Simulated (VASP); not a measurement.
# ScSi2 in VASP: a series of runs

Runs on ScSi2. Level: PBE. Tasks: single point.

Everything below comes from runs of VASP 6.6.1. Logs are shortened: lines on timing, memory, paths and dates and some standing lists are left out, and cuts for length are marked.

**1. The cell of the first run**

The structure is hexagonal, space group P6mm (No. 183). Conventional cell: a = 3.660 Å, b = 3.660 Å, c = 3.870 Å, α = 90.00°, β = 90.00°, γ = 120.00°. Within 3.9 Å of Sc (site symmetry 6mm) lie 12 Si at 2.86 to 2.87 Å and 8 Sc at 3.66 to 3.87 Å. Within 2.9 Å of Si (site symmetry 3m) lie 3 Si at 2.11 Å and 6 Sc at 2.86 to 2.87 Å.

**2. Single point, PBE**

Contents of INCAR:

```
  ALGO = Normal
  EDIFF = 1E-6
  ENCUT = 520
  GGA = PE
  ISIF = 2
  ISMEAR = -1
  LASPH = T
  LCHARG = T
  LELF = T
  LREAL = F
  LVHAR = T
  LWAVE = F
  NBANDS = 16
  NELM = 80
  PREC = Accurate
  SIGMA = 0.1
```

Contents of KPOINTS:

```
k-points
0
Gamma
  10 10 9
```

Contents of POSCAR:

```
ScSi2
1.0
    3.6600000000      0.0000000000      0.0000000000
   -1.8300000000      3.1696529779      0.0000000000
    0.0000000000      0.0000000000      3.8700000000
Sc Si
1 2
Direct
    0.0000000000      0.0000000000      0.0025839793
    0.6666666667      0.3333333333      0.5000000000
    0.3333333333      0.6666666667      0.5000000000
```

Potentials or basis: VASP PAW PBE potentials, release 64 (Sc_sv, Si).

Command:

```bash
$ cat potpaw_PBE.64/Sc_sv/POTCAR potpaw_PBE.64/Si/POTCAR > POTCAR
$ mpirun -np 1 vasp_std > vasp.out
```

OUTCAR:

```text
EDIFF = 1E-6
   ENCUT = 520
   GGA = PE
   ISIF = 2
   ISMEAR = -1
   LASPH = T
   LREAL = F
   NELM = 80
   PREC = Accurate

 ion  position               nearest neighbor table
   1  0.000  0.000  0.003-   2 2.86   3 2.86   2 2.86   3 2.86   2 2.86   3 2.86   2 2.87   3 2.87
                             2 2.87   3 2.87   3 2.87   2 2.87
   2  0.667  0.333  0.500-   3 2.11   3 2.11   3 2.11   1 2.86   1 2.86   1 2.86   1 2.87   1 2.87
                             1 2.87
   3  0.333  0.667  0.500-   2 2.11   2 2.11   2 2.11   1 2.86   1 2.86   1 2.86   1 2.87   1 2.87
                             1 2.87

  LATTYP: Found a hexagonal cell.
 ALAT       =     3.6600000000
 C/A-ratio  =     1.0573770492

  Lattice vectors:

 A1 = (   3.6600000000,   0.0000000000,   0.0000000000)
 A2 = (  -1.8300000000,   3.1696529779,   0.0000000000)
 A3 = (   0.0000000000,   0.0000000000,   3.8700000000)

Analysis of symmetry for initial positions (statically):
=====================================================================
 Subroutine PRICEL returns:
 Original cell was already a primitive cell.

 Routine SETGRP: Setting up the symmetry group for a
 hexagonal supercell.

 Subroutine GETGRP returns: Found 12 space group operations
 (whereof 12 operations were pure point group operations)
 out of a pool of 24 trial point group operations.

The static configuration has the point symmetry C_6v.

Analysis of symmetry for dynamics (positions and initial velocities):
=====================================================================
 Subroutine PRICEL returns:
 Original cell was already a primitive cell.

 Routine SETGRP: Setting up the symmetry group for a
 hexagonal supercell.

 Subroutine GETGRP returns: Found 12 space group operations
 (whereof 12 operations were pure point group operations)
 out of a pool of 24 trial point group operations.

The dynamic configuration has the point symmetry C_6v.

 Subroutine INISYM returns: Found 12 space group operations
 (whereof 12 operations are pure point group operations),
 and found     1 'primitive' translations

----------------------------------------------------------------------------------------

                                     Primitive cell

  volume of cell :      44.8956

  direct lattice vectors                    reciprocal lattice vectors
     3.660000000  0.000000000  0.000000000     0.273224044  0.157745975  0.000000000
    -1.830000000  3.169652978  0.000000000     0.000000000  0.315491950  0.000000000
     0.000000000  0.000000000  3.870000000     0.000000000  0.000000000  0.258397933

  length of vectors
     3.660000000  3.660000000  3.870000000     0.315491950  0.315491950  0.258397933

  position of ions in fractional coordinates (direct lattice)
     0.000000000  0.000000000  0.002583979
     0.666666667  0.333333333  0.500000000
     0.333333333  0.666666667  0.500000000

  ion indices of the primitive-cell ions
   primitive index   ion index
                 1           1
                 2           2
                 3           3

----------------------------------------------------------------------------------------

 KPOINTS: k-points

Automatic generation of k-mesh.
 Grid dimensions read from file:
 generate k-points for:   10   10    9

 Generating k-lattice:

  Cartesian coordinates                     Fractional coordinates (reciprocal lattice)
     0.027322404  0.015774598  0.000000000     0.100000000  0.000000000  0.000000000
     0.000000000  0.031549195  0.000000000     0.000000000  0.100000000  0.000000000
     0.000000000  0.000000000  0.028710881     0.000000000  0.000000000  0.111111111

  Length of vectors
     0.031549195  0.031549195  0.028710881

  Shift w.r.t. Gamma in fractional coordinates (k-lattice)
     0.000000000  0.000000000  0.000000000

 Subroutine IBZKPT returns following result:
 ===========================================

 Found     70 irreducible k-points:

 Following reciprocal coordinates:
            Coordinates               Weight
  0.000000  0.000000  0.000000      1.000000
  0.100000 -0.000000  0.000000      6.000000
  0.200000 -0.000000  0.000000      6.000000
  0.300000 -0.000000  0.000000      6.000000
  0.400000 -0.000000  0.000000      6.000000
  0.500000 -0.000000  0.000000      3.000000
[... 16 lines left out ...]
  0.300000  0.100000  0.111111     24.000000
  0.400000  0.100000  0.111111     24.000000
 [... further k-points ...]
   k-points           NKPTS =     70   k-points in BZ     NKDIM =     70   number of bands    NBANDS=     16
   number of dos      NEDOS =    301   number of ions     NIONS =      3
   total plane-waves  NPLWV =  23520
   dimension x,y,z NGX =    28 NGY =   28 NGZ =   30
   dimension x,y,z NGXF=    56 NGYF=   56 NGZF=   60
   ions per type =               1   2
   NGX,Y,Z   is equivalent  to a cutoff of  12.72, 12.72, 12.89 a.u.
   NGXF,Y,Z  is equivalent  to a cutoff of  25.44, 25.44, 25.77 a.u.
 SYSTEM =  unknown system
   PREC   = accura    normal or accurate (medium, high low for compatibility)
   ISTART =      0    job   : 0-new  1-cont  2-samecut
   ICHARG =      2    charge: 1-file 2-atom 10-const
   ISPIN  =      1    spin polarized calculation?
   LNONCOLLINEAR =      F non collinear calculations
   LSORBIT =      F    spin-orbit coupling
   LASPH  =      T    aspherical Exc in radial PAW
   ENCUT  =  520.0 eV  38.22 Ry    6.18 a.u.   6.81  6.81  7.20*2*pi/ulx,y,z
   NELM   =     80;   NELMIN=  2; NELMDL= -5     # of ELM steps
   EDIFF  = 0.1E-05   stopping-criterion for ELM
   LREAL  =      F    real-space projection
   EDIFFG = 0.1E-04   stopping-criterion for IOM
   NSW    =      0    number of steps for IOM
   IBRION =     -1    ionic relax: 0-MD 1-quasi-New 2-CG
   NFREE  =      0    steps in history (QN), initial steepest desc. (CG)
   ISIF   =      2    stress and relaxation
   ISYM   =      2    0-nonsym 1-usesym 2-fastsym
   POTIM  = 0.5000    time-step for ionic-motion
   TEBEG  =    0.0;   TEEND  =   0.0 temperature during run
   PSTRESS=    0.0 pullay stress
   NELECT =      19.0000    total number of electrons
   NUPDOWN=      -1.0000    fix difference up-down
   EMIN   =  10.00;   EMAX   =-10.00  energy-range for DOS
   EFERMI =   0.00;   METHOD = LEGACY
   ISMEAR =    -1;   SIGMA  =   0.10  broadening in eV -4-tet -1-fermi 0-gaus
   EFERMI_NEDOS =   21; number of points for ismear=-14 and -15
   IALGO  =     38    algorithm
   IMIX   =      4    mixing-type and parameters
     AMIX     =   0.40;   BMIX     =  1.00
     AMIX_MAG =   1.60;   BMIX_MAG =  1.00
  volume/ion in A,a.u.               =      14.97       100.99
  Fermi-wavevector in a.u.,A,eV,Ry     =   1.229112  2.322685 20.554542  1.510716
  Thomas-Fermi vector in A             =   2.364012
   LORBIT       =      0    0 simple, 1 ext, 2 COOP (PROOUT), +10 PAW based schemes
   GGA     = PE    functional components
   LHFCALC =     F    Hartree Fock is set to
   AEXX    =    0.0000 exact exchange contribution
   IVDW    =     0    specifies the selected vdW correction
   LEPSILON=     F    determine dielectric tensor
   LRPA    =     F    only Hartree local field effects (RPA)
 non-spin polarized calculation
  energy-cutoff  :      520.00
  volume of cell :       44.90
 maximum number of plane-waves:      1220
 NGX is ok and might be reduce to    28
   NGX = 13   NGY = 13   NGZ = 15

 number of electron      19.0000002 magnetization

 Free energy of the ion-electron system (eV)
  ---------------------------------------------------
  ext. energy  EPLUGINS =         0.00000000
  ---------------------------------------------------
  free energy    TOTEN  =       -17.36922804 eV

  energy without entropy =      -17.31433582  energy(sigma->0) =      -17.34178193

 E-fermi :   9.2292     XC(G=0): -11.2377

 val. band max:        9.2123964904   @ k =   0.1000  -0.0000   0.4444
 cond. band min:       9.2347246817   @ k =   0.2000   0.1000   0.1111
 fundamental gap:      0.0223281913
 Fermi energy:         9.2292465681

 k-point     1 :       0.0000    0.0000    0.0000
  band No.  band energies     occupation
      1     -40.3491      2.00000
      2     -19.0498      2.00000
      3     -18.9842      2.00000
      4     -18.9842      2.00000
      5      -4.6400      2.00000
      6       5.6614      2.00000
[... 8 lines left out ...]
     15      11.8940      0.00000
     16      11.8940      0.00000

 k-point     2 :       0.1000   -0.0000    0.0000
  band No.  band energies     occupation
      1     -40.3481      2.00000
      2     -19.0478      2.00000
      3     -18.9965      2.00000
      4     -18.9869      2.00000
      5      -4.4941      2.00000
      6       5.0035      2.00000
[... 8 lines left out ...]
     15      11.9736      0.00000
     16      12.2376      0.00000

 k-point     3 :       0.2000   -0.0000    0.0000
  band No.  band energies     occupation
      1     -40.3455      2.00000
      2     -19.0426      2.00000
      3     -19.0287      2.00000
      4     -18.9942      2.00000
      5      -4.0630      2.00000
      6       3.4898      2.00000
[... 8 lines left out ...]
     15      12.9752      0.00000
     16      13.2125      0.00000

 k-point     4 :       0.3000   -0.0000    0.0000
  band No.  band energies     occupation
      1     -40.3422      2.00000
      2     -19.0681      2.00000
      3     -19.0362      2.00000
      4     -19.0033      2.00000
      5      -3.3668      2.00000
      6       1.8757      2.00000
[... 8 lines left out ...]
     15      14.1044      0.00000
     16      14.1555      0.00000
[... 324 lines left out ...]
 k-point    22 :       0.2000    0.1000    0.1111
  band No.  band energies     occupation
      1     -40.3430      2.00000
      2     -19.0512      2.00000
      3     -19.0453      2.00000
      4     -19.0025      2.00000
      5      -3.5740      2.00000
      6       2.6563      2.00000
[... 8 lines left out ...]
     15      12.8362      0.00000
     16      14.0842      0.00000

 k-point    23 :       0.3000    0.1000    0.1111
  band No.  band energies     occupation
      1     -40.3400      2.00000
      2     -19.0832      2.00000
      3     -19.0398      2.00000
      4     -19.0129      2.00000
      5      -2.7809      2.00000
      6       1.1714      2.00000
[... 8 lines left out ...]
     15      13.2123      0.00000
     16      14.7211      0.00000

 k-point    24 :       0.4000    0.1000    0.1111
  band No.  band energies     occupation
      1     -40.3382      2.00000
      2     -19.1032      2.00000
      3     -19.0359      2.00000
      4     -19.0194      2.00000
      5      -1.8588      2.00000
      6      -0.1218      2.00000
[... 8 lines left out ...]
     15      12.9151      0.00000
     16      15.0003      0.00000

 [... further k-points ...]

------------------------ aborting loop because EDIFF is reached ----------------------------------------

  FORCE on cell =-STRESS in cart. coord.  units (eV):
  Direction    XX          YY          ZZ          XY          YZ          ZX
  --------------------------------------------------------------------------------------
  -------------------------------------------------------------------------------------
  Total       10.4306748     10.4306748      0.3744915      0.0000000     -0.0000000     -0.0000000
  in kB      372.2367275    372.2367275     13.3643774      0.0000000     -0.0000000     -0.0000000
  external PRESSURE =     252.6126108 kB  Pullay stress =       0.0000000 kB

 VOLUME and BASIS-vectors are now :
 -----------------------------------------------------------------------------
  energy-cutoff  :      520.00
  volume of cell :       44.90
      direct lattice vectors                 reciprocal lattice vectors
     3.660000000  0.000000000  0.000000000     0.273224044  0.157745975  0.000000000
    -1.830000000  3.169652978  0.000000000     0.000000000  0.315491950  0.000000000
     0.000000000  0.000000000  3.870000000     0.000000000  0.000000000  0.258397933

 POSITION                                       TOTAL-FORCE (eV/Angst)
 -----------------------------------------------------------------------------------
      0.00000      0.00000      0.01000         0.000000     -0.000000     -0.096836
      1.83000      1.05655      1.93500         0.000000     -0.000000      0.048418
     -0.00000      2.11310      1.93500        -0.000000      0.000000      0.048418
 -----------------------------------------------------------------------------------
    total drift:                                0.000000      0.000000      0.000200

  FREE ENERGIE OF THE ION-ELECTRON SYSTEM (eV)
  ---------------------------------------------------
  free  energy   TOTEN  =       -17.3692280405 eV

  energy  without entropy=      -17.3143358237  energy(sigma->0) =      -17.34178193
```

It took 63 s on 1 thread of Intel Xeon Platinum 8488C (Sapphire Rapids), shared host; peak memory 0.19 GiB.

What came out:

- Free energy: -17.3692 eV
- Pressure: 25.3 GPa
- Largest force: 0.097 eV/Å
- Band gap on the k mesh: zero (an odd number of electrons rules out a gap without spin polarisation)

Forces in eV/Å, atoms in the order of the input:
```
Sc   0.000  0.000 -0.097
Si   0.000  0.000  0.048
Si   0.000  0.000  0.048
```

Stress tensor (GPa, compression positive):
```
37.22  0.00  0.00
 0.00 37.22  0.00
 0.00  0.00  1.34
```

Caveat: the cell stands under pressure.

**3. Single point, PBE**

Contents of INCAR:

```
SYSTEM = ScSi2
ALGO = Normal
EDIFF = 1E-6
ENCUT = 520
GGA = PE
ISIF = 2
ISMEAR = -1
LASPH = .True.
LCHARG = .False.
LREAL = .False.
LWAVE = .False.
NBANDS = 16
NELM = 60
PREC = Accurate
SIGMA = 0.1
```

Contents of KPOINTS:

```
k-points
0
Gamma
  10 10 9
  0 0 0
```

Changes to POSCAR since step 2:

```diff
@@ -8,3 +8,3 @@
 Direct
-    0.0000000000      0.0000000000      0.0025839793
+    0.0000000000      0.0000000000     -0.0025839793
     0.6666666667      0.3333333333      0.5000000000
```

Potentials or basis: VASP PAW PBE potentials, release 64 (Sc_sv, Si).

Command:

```bash
$ cat potpaw_PBE.64/Sc_sv/POTCAR potpaw_PBE.64/Si/POTCAR > POTCAR
$ mpirun -np 1 vasp_std > vasp.out
```

It took 64 s on 1 thread of Intel Xeon Platinum 8488C (Sapphire Rapids), shared host; peak memory 0.19 GiB.

It converged, with:

* Free energy: -17.3692 eV
* Pressure: 25.3 GPa
* Largest force: 0.097 eV/Å
* Band gap on the k mesh: zero (an odd number of electrons rules out a gap without spin polarisation)

Forces on the atoms (eV/Å):
```
Sc   0.000  0.000  0.097
Si   0.000  0.000 -0.048
Si   0.000  0.000 -0.048
```

Stress tensor (GPa, compression positive):
```
37.22  0.00  0.00
 0.00 37.22  0.00
 0.00  0.00  1.34
```

Levels at points of the mesh, in eV from the Fermi level:
```tsv
k point	band 5	band 6	band 7	band 8	band 9	band 10	band 11	band 12	band 13	band 14
(0.00, 0.00, 0.00)	-13.87	-3.57	-3.46	-3.46	-2.08	1.08	1.08	1.18	1.65	1.65
(0.50, 0.00, 0.00)	-10.93	-9.80	-4.51	-3.22	-2.76	0.48	0.77	2.26	2.46	2.67
```

Caveat: the cell stands under pressure.

**4. Single point, PBE**

Contents of INCAR:

```
SYSTEM = ScSi2
ALGO = Normal
EDIFF = 1E-6
ENCUT = 520
GGA = PE
ISIF = 2
ISMEAR = -1
LASPH = .TRUE.
LCHARG = .TRUE.
LELF = .TRUE.
LREAL = .FALSE.
LVHAR = .TRUE.
LWAVE = .FALSE.
NBANDS = 16
NELM = 100
PREC = Accurate
SIGMA = 0.1
```

Contents of KPOINTS:

```
k-points
0
G
  10 10 9
  0 0 0
```

Changes to POSCAR since step 3:

```diff
@@ -8,3 +8,3 @@
 Direct
-    0.0000000000      0.0000000000     -0.0025839793
+    0.0000000000      0.0000000000      0.0000000000
     0.6666666667      0.3333333333      0.5000000000
```

Potentials or basis: VASP PAW PBE potentials, release 64 (Sc_sv, Si).

Command:

```bash
$ cat potpaw_PBE.64/Sc_sv/POTCAR potpaw_PBE.64/Si/POTCAR > POTCAR
$ mpirun -np 1 vasp_std > vasp.out
```

OUTCAR:

```text
SYSTEM = ScSi2
   EDIFF = 1E-6
   ENCUT = 520
   GGA = PE
   ISIF = 2
   ISMEAR = -1
   LASPH = .TRUE.
   LREAL = .FALSE.
   NELM = 100
   PREC = Accurate

 ion  position               nearest neighbor table
   1  0.000  0.000  0.000-   2 2.87   3 2.87   2 2.87   3 2.87   2 2.87   2 2.87   3 2.87   3 2.87
                             2 2.87   2 2.87   3 2.87   3 2.87
   2  0.667  0.333  0.500-   3 2.11   3 2.11   3 2.11   1 2.87   1 2.87   1 2.87   1 2.87   1 2.87
                             1 2.87
   3  0.333  0.667  0.500-   2 2.11   2 2.11   2 2.11   1 2.87   1 2.87   1 2.87   1 2.87   1 2.87
[... 657 lines left out ...]
  --------------------------------------------------------------------------------------
  -------------------------------------------------------------------------------------
  Total       10.4300363     10.4300363      0.3735751      0.0000000      0.0000000     -0.0000000
  in kB      372.2139404    372.2139404     13.3316741      0.0000000      0.0000000     -0.0000000
  external PRESSURE =     252.5865183 kB  Pullay stress =       0.0000000 kB

 VOLUME and BASIS-vectors are now :
 -----------------------------------------------------------------------------
  energy-cutoff  :      520.00
  volume of cell :       44.90
      direct lattice vectors                 reciprocal lattice vectors
     3.660000000  0.000000000  0.000000000     0.273224044  0.157745975  0.000000000
    -1.830000000  3.169652978  0.000000000     0.000000000  0.315491950  0.000000000
     0.000000000  0.000000000  3.870000000     0.000000000  0.000000000  0.258397933

 POSITION                                       TOTAL-FORCE (eV/Angst)
 -----------------------------------------------------------------------------------
      0.00000      0.00000      0.00000        -0.000000      0.000000      0.000000
      1.83000      1.05655      1.93500         0.000000      0.000000      0.000000
     -0.00000      2.11310      1.93500        -0.000000     -0.000000      0.000000
 -----------------------------------------------------------------------------------
    total drift:                               -0.000000      0.000000      0.000000

  FREE ENERGIE OF THE ION-ELECTRON SYSTEM (eV)
  ---------------------------------------------------
  free  energy   TOTEN  =       -17.3697119664 eV

  energy  without entropy=      -17.3148285845  energy(sigma->0) =      -17.34227028
```

stdout:

```text
POSCAR found type information on POSCAR ScSi
 POSCAR found :  2 types and       3 ions
 scaLAPACK will be used
 LDA part: xc-table for (Slater+PW92), standard interpolation
 POSCAR, INCAR and KPOINTS ok, starting setup
 FFT: planning ... GRIDC
 FFT: planning ... GRID_SOFT
 FFT: planning ... GRID
 WAVECAR not read
 entering main loop
```

Wall time 50 s (1 thread of Intel Xeon Platinum 8488C (Sapphire Rapids), shared host); peak memory 0.19 GiB.

Results:

- Free energy: -17.3697 eV
- Pressure: 25.3 GPa
- Band gap on the k mesh: zero (an odd number of electrons rules out a gap without spin polarisation)

Caveat: the cell stands under pressure.
